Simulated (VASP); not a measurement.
# SiC (F-43m) in VASP: notebook, part 2 of 2

VASP 6.6.1.

## Step 4: Single point, PBE

This run uses another cell than the first one, of 10.66 Å³/atom, 1.029 times its volume.

Contents of INCAR:

```
PREC = Accurate
ENCUT = 520
EDIFF = 1E-6
ISMEAR = 0
SIGMA = 0.02
LREAL = False
LASPH = True
NELM = 80
ALGO = Normal
ISIF = 2
LWAVE = False
LCHARG = False
GGA = PE
NBANDS = 11
```

Contents of KPOINTS:

```
Automatic mesh
0
Gamma
  10 10 10
```

Contents of POSCAR:

```
SiC
1.0
    0.0000000000      2.2005295520      2.2005295520
    2.2005295520      0.0000000000      2.2005295520
    2.2005295520      2.2005295520      0.0000000000
Si C
1 1
Direct
    0.2500000000      0.2500000000      0.2500000000
    0.0000000000      0.0000000000      0.0000000000
```

On the command line:

```console
$ cat potpaw_PBE.64/Si/POTCAR potpaw_PBE.64/C/POTCAR > POTCAR
$ mpirun -np 1 vasp_std > vasp.out
```

It took 10 s on 1 thread of AMD EPYC 7R43 (Zen 3), shared host; peak memory 0.1 GiB.

Results (log left out):

| Quantity | Value |
| --- | --- |
| Free energy | -15.0579 eV |
| Pressure | -3.1 GPa |
| Band gap on the k mesh | 1.38 eV, indirect (least direct gap 4.51 eV) |

Levels at points of the mesh, in eV from the valence-band top:
```tsv
k point	band 2	band 3	band 4	band 5	band 6	band 7
(0.00, 0.00, 0.00)	0.00	0.00	0.00	5.89	7.11	7.11
(0.50, 0.00, 0.00)	-8.37	-1.04	-1.04	5.17	7.11	7.11
(0.50, 0.50, 0.00)	-7.70	-3.13	-3.13	1.38	4.22	13.69
```

A k mesh can miss the band edges. Expect the measured gap to be larger: semilocal functionals such as PBE lack the derivative discontinuity.

## Step 5: Single point, PBE

This run uses another cell than the first one, of 10.66 Å³/atom, 1.029 times its volume.

Contents of INCAR:

```
SYSTEM = SiC
ALGO = Normal
EDIFF = 1E-7
ENCUT = 520
GGA = PE
ISIF = 2
ISMEAR = 0
LASPH = .TRUE.
LCHARG = .TRUE.
LELF = .TRUE.
LREAL = .FALSE.
LVHAR = .TRUE.
LWAVE = .FALSE.
NBANDS = 11
NELM = 80
PREC = Accurate
SIGMA = 0.02
```

Contents of KPOINTS:

```
k-points
0
G
  10 10 10
  0 0 0
```

POSCAR is that of step 4.

On the command line:

```console
$ cat potpaw_PBE.64/Si/POTCAR potpaw_PBE.64/C/POTCAR > POTCAR
$ mpirun -np 1 vasp_std > vasp.out
```

It took 11 s on 1 thread of AMD EPYC 7R43 (Zen 3), shared host; peak memory 0.1 GiB.

The run converged. Its results:

```
Free energy            : -15.0579 eV
Pressure               : -3.1 GPa
Band gap on the k mesh : 1.38 eV, indirect (least direct gap 4.51 eV)
```

Levels at points of the mesh, in eV from the valence-band top:
```csv
k point,band 1,band 2,band 3,band 4,band 5,band 6,band 7,band 8
"(0.00, 0.00, 0.00)",-15.17,0.00,0.00,0.00,5.89,7.11,7.11,7.11
"(0.50, 0.00, 0.00)",-11.72,-8.37,-1.04,-1.04,5.17,7.11,7.11,9.89
"(0.50, 0.50, 0.00)",-10.29,-7.70,-3.13,-3.13,1.38,4.22,13.69,13.69
```

A k mesh can miss the band edges. A hybrid or GW would open this gap; PBE tends to underestimate it.

## Step 6: Single point, PBE

This run uses another cell than the first one, of 8.65 Å³/atom, 0.835 times its volume.

Contents of INCAR:

```
SYSTEM = SiC
PREC = Accurate
ENCUT = 520
EDIFF = 1E-7
ISMEAR = 0
SIGMA = 0.02
LREAL = .FALSE.
LASPH = .TRUE.
NELM = 100
ALGO = Normal
ISIF = 2
LWAVE = .FALSE.
LCHARG = .TRUE.
GGA = PE
LELF = .TRUE.
LVHAR = .TRUE.
NBANDS = 11
```

Contents of KPOINTS:

```
regular mesh
0
G
  12 12 12
  0 0 0
```

Contents of POSCAR:

```
SiC
1.0
    0.0000000000      2.0525939829      2.0525939829
    2.0525939829      0.0000000000      2.0525939829
    2.0525939829      2.0525939829      0.0000000000
Si C
1 1
Direct
    0.2500000000      0.2500000000      0.2500000000
    0.0000000000      0.0000000000      0.0000000000
```

Potentials or basis: VASP PAW PBE potentials, release 64 (Si, C).

On the command line:

```console
$ cat potpaw_PBE.64/Si/POTCAR potpaw_PBE.64/C/POTCAR > POTCAR
$ mpirun -np 1 vasp_std > vasp.out
```

OUTCAR:

```text
SYSTEM = SiC
   PREC = Accurate
   ENCUT = 520
   EDIFF = 1E-7
   ISMEAR = 0
   LREAL = .FALSE.
   LASPH = .TRUE.
   NELM = 100
   ISIF = 2
   GGA = PE

 ion  position               nearest neighbor table
   1  0.250  0.250  0.250-   2 1.78   2 1.78   2 1.78   2 1.78
   2  0.000  0.000  0.000-   1 1.78   1 1.78   1 1.78   1 1.78

  LATTYP: Found a face centered cubic cell.
 ALAT       =     4.1051879658

  Lattice vectors:

 A1 = (   0.0000000000,   2.0525939829,   2.0525939829)
 A2 = (   2.0525939829,   0.0000000000,   2.0525939829)
 A3 = (   2.0525939829,   2.0525939829,   0.0000000000)

Analysis of symmetry for initial positions (statically):
=====================================================================
 Subroutine PRICEL returns:
 Original cell was already a primitive cell.

 Routine SETGRP: Setting up the symmetry group for a
 face centered cubic supercell.

 Subroutine GETGRP returns: Found 24 space group operations
 (whereof 24 operations were pure point group operations)
 out of a pool of 48 trial point group operations.

The static configuration has the point symmetry T_d .

Analysis of symmetry for dynamics (positions and initial velocities):
=====================================================================
 Subroutine PRICEL returns:
 Original cell was already a primitive cell.

 Routine SETGRP: Setting up the symmetry group for a
 face centered cubic supercell.

 Subroutine GETGRP returns: Found 24 space group operations
 (whereof 24 operations were pure point group operations)
 out of a pool of 48 trial point group operations.

The dynamic configuration has the point symmetry T_d .

 Subroutine INISYM returns: Found 24 space group operations
 (whereof 24 operations are pure point group operations),
 and found     1 'primitive' translations

----------------------------------------------------------------------------------------

                                     Primitive cell

  volume of cell :      17.2957

  direct lattice vectors                    reciprocal lattice vectors
     0.000000000  2.052593983  2.052593983    -0.243594205  0.243594205  0.243594205
     2.052593983  0.000000000  2.052593983     0.243594205 -0.243594205  0.243594205
     2.052593983  2.052593983  0.000000000     0.243594205  0.243594205 -0.243594205

  length of vectors
     2.902806249  2.902806249  2.902806249     0.421917540  0.421917540  0.421917540

  position of ions in fractional coordinates (direct lattice)
     0.250000000  0.250000000  0.250000000
     0.000000000  0.000000000  0.000000000

  ion indices of the primitive-cell ions
   primitive index   ion index
                 1           1
                 2           2

----------------------------------------------------------------------------------------

 KPOINTS: regular mesh

Automatic generation of k-mesh.
 Grid dimensions read from file:
 generate k-points for:   12   12   12

 Generating k-lattice:

  Cartesian coordinates                     Fractional coordinates (reciprocal lattice)
    -0.020299517  0.020299517  0.020299517     0.083333333  0.000000000  0.000000000
     0.020299517 -0.020299517  0.020299517     0.000000000  0.083333333  0.000000000
     0.020299517  0.020299517 -0.020299517     0.000000000  0.000000000  0.083333333

  Length of vectors
     0.035159795  0.035159795  0.035159795

  Shift w.r.t. Gamma in fractional coordinates (k-lattice)
     0.000000000  0.000000000  0.000000000

 Subroutine IBZKPT returns following result:
 ===========================================

 Found     72 irreducible k-points:

 Following reciprocal coordinates:
            Coordinates               Weight
  0.000000  0.000000  0.000000      1.000000
  0.083333  0.000000  0.000000      8.000000
  0.166667  0.000000  0.000000      8.000000
  0.250000  0.000000  0.000000      8.000000
  0.333333  0.000000  0.000000      8.000000
  0.416667  0.000000  0.000000      8.000000
[... 16 lines left out ...]
  0.500000  0.166667  0.000000     24.000000
 -0.416667  0.166667  0.000000     24.000000
 [... further k-points ...]
   k-points           NKPTS =     72   k-points in BZ     NKDIM =     72   number of bands    NBANDS=     11
   number of dos      NEDOS =    301   number of ions     NIONS =      2
   total plane-waves  NPLWV =  13824
   dimension x,y,z NGX =    24 NGY =   24 NGZ =   24
   dimension x,y,z NGXF=    48 NGYF=   48 NGZF=   48
   ions per type =               1   1
   NGX,Y,Z   is equivalent  to a cutoff of  13.74, 13.74, 13.74 a.u.
   NGXF,Y,Z  is equivalent  to a cutoff of  27.49, 27.49, 27.49 a.u.
 SYSTEM =  SiC
   PREC   = accura    normal or accurate (medium, high low for compatibility)
   ISTART =      0    job   : 0-new  1-cont  2-samecut
   ICHARG =      2    charge: 1-file 2-atom 10-const
   ISPIN  =      1    spin polarized calculation?
   LNONCOLLINEAR =      F non collinear calculations
   LSORBIT =      F    spin-orbit coupling
   LASPH  =      T    aspherical Exc in radial PAW
   ENCUT  =  520.0 eV  38.22 Ry    6.18 a.u.   5.40  5.40  5.40*2*pi/ulx,y,z
   NELM   =    100;   NELMIN=  2; NELMDL= -5     # of ELM steps
   EDIFF  = 0.1E-06   stopping-criterion for ELM
   LREAL  =      F    real-space projection
   EDIFFG = 0.1E-05   stopping-criterion for IOM
   NSW    =      0    number of steps for IOM
   IBRION =     -1    ionic relax: 0-MD 1-quasi-New 2-CG
   NFREE  =      0    steps in history (QN), initial steepest desc. (CG)
   ISIF   =      2    stress and relaxation
   ISYM   =      2    0-nonsym 1-usesym 2-fastsym
   POTIM  = 0.5000    time-step for ionic-motion
   TEBEG  =    0.0;   TEEND  =   0.0 temperature during run
   PSTRESS=    0.0 pullay stress
   NELECT =       8.0000    total number of electrons
   NUPDOWN=      -1.0000    fix difference up-down
   EMIN   =  10.00;   EMAX   =-10.00  energy-range for DOS
   EFERMI =   0.00;   METHOD = LEGACY
   ISMEAR =     0;   SIGMA  =   0.02  broadening in eV -4-tet -1-fermi 0-gaus
   EFERMI_NEDOS =   21; number of points for ismear=-14 and -15
   IALGO  =     38    algorithm
   IMIX   =      4    mixing-type and parameters
     AMIX     =   0.40;   BMIX     =  1.00
     AMIX_MAG =   1.60;   BMIX_MAG =  1.00
  volume/ion in A,a.u.               =       8.65        58.36
  Fermi-wavevector in a.u.,A,eV,Ry     =   1.266072  2.392529 21.809304  1.602939
  Thomas-Fermi vector in A             =   2.399292
   LORBIT       =      0    0 simple, 1 ext, 2 COOP (PROOUT), +10 PAW based schemes
   GGA     = PE    functional components
   LHFCALC =     F    Hartree Fock is set to
   AEXX    =    0.0000 exact exchange contribution
   IVDW    =     0    specifies the selected vdW correction
   LEPSILON=     F    determine dielectric tensor
   LRPA    =     F    only Hartree local field effects (RPA)
 non-spin polarized calculation
 Gauss-broadening in eV      SIGMA  =   0.02
  energy-cutoff  :      520.00
  volume of cell :       17.30
 maximum number of plane-waves:       487
 NGX is ok and might be reduce to    24
   NGX = 11   NGY = 11   NGZ = 11

 number of electron       8.0000001 magnetization

 Free energy of the ion-electron system (eV)
  ---------------------------------------------------
  ext. energy  EPLUGINS =         0.00000000
  ---------------------------------------------------
  free energy    TOTEN  =       -14.46871339 eV

  energy without entropy =      -14.46871339  energy(sigma->0) =      -14.46871339

 E-fermi :  10.3975     XC(G=0): -12.1570

 val. band max:       10.2466361549   @ k =   0.0000   0.0000   0.0000
 cond. band min:      11.4153625888   @ k =   0.5000   0.5000   0.0000
 fundamental gap:      1.1687264339
 Fermi energy:        10.3974989443

 k-point     1 :       0.0000    0.0000    0.0000
  band No.  band energies     occupation
      1      -6.6315      2.00000
      2      10.2466      2.00000
      3      10.2466      2.00000
      4      10.2466      2.00000
      5      18.6227      0.00000
      6      18.9236      0.00000
      7      18.9236      0.00000
      8      18.9236      0.00000
      9      25.8671      0.00000
     10      25.8671      0.00000
     11      29.0430      0.00000
[... 309 lines left out ...]
 k-point    24 :      -0.4167    0.1667    0.0000
  band No.  band energies     occupation
      1      -1.9947      2.00000
      2       1.3172      2.00000
      3       6.9458      2.00000
      4       8.6403      2.00000
      5      15.9362      0.00000
      6      19.4952      0.00000
      7      19.7599      0.00000
      8      23.2423      0.00000
      9      26.8097      0.00000
     10      27.3175      0.00000
     11      30.6396      0.00000

 [... further k-points ...]
[... 5 lines left out ...]
  --------------------------------------------------------------------------------------
  -------------------------------------------------------------------------------------
  Total        6.4546483      6.4546483      6.4546483      0.0000000      0.0000000     -0.0000000
  in kB      597.9212885    597.9212885    597.9212885      0.0000000      0.0000000     -0.0000000
  external PRESSURE =     597.9212885 kB  Pullay stress =       0.0000000 kB

 VOLUME and BASIS-vectors are now :
 -----------------------------------------------------------------------------
  energy-cutoff  :      520.00
  volume of cell :       17.30
      direct lattice vectors                 reciprocal lattice vectors
     0.000000000  2.052593983  2.052593983    -0.243594205  0.243594205  0.243594205
     2.052593983  0.000000000  2.052593983     0.243594205 -0.243594205  0.243594205
     2.052593983  2.052593983  0.000000000     0.243594205  0.243594205 -0.243594205

 POSITION                                       TOTAL-FORCE (eV/Angst)
 -----------------------------------------------------------------------------------
      1.02630      1.02630      1.02630        -0.000000     -0.000000     -0.000000
      0.00000      0.00000      0.00000         0.000000      0.000000      0.000000
 -----------------------------------------------------------------------------------
    total drift:                               -0.000000     -0.000000     -0.000000

  FREE ENERGIE OF THE ION-ELECTRON SYSTEM (eV)
  ---------------------------------------------------
  free  energy   TOTEN  =       -14.4687133935 eV

  energy  without entropy=      -14.4687133935  energy(sigma->0) =      -14.46871339
```

Run time: 17 s. Hardware: 1 thread of AMD EPYC 7R43 (Zen 3), shared host; peak memory 0.1 GiB.

Results:

* Free energy: -14.4687 eV
* Pressure: 59.8 GPa
* Band gap on the k mesh: 1.17 eV, indirect (least direct gap 4.69 eV)

A k mesh can miss the band edges.

## Step 7: The runs side by side

| cell | k mesh | gap on the mesh (eV) | pressure (GPa) |
| --- | --- | --- | --- |
| a = 3.082 Å, angles 60.0°, 2 atoms | 10 × 10 × 10 | 1.36 | 3.0 |
| a = 3.061 Å, angles 60.0°, 2 atoms | 10 × 10 × 10 | 1.34 | 8.0 |
| a = 3.112 Å, angles 60.0°, 2 atoms | 10 × 10 × 10 | 1.38 | -3.1 |
| a = 2.903 Å, angles 60.0°, 2 atoms | 12 × 12 × 12 | 1.17 | 59.8 |

Alike in all rows: task single point; level PBE; potentials or basis VASP PAW PBE potentials, release 64 (Si, C); no spin polarisation; cutoff (eV) 520; smearing gaussian 0.02 eV.

Total energies depend on the potentials used, so only differences within one code and one set of settings carry meaning.
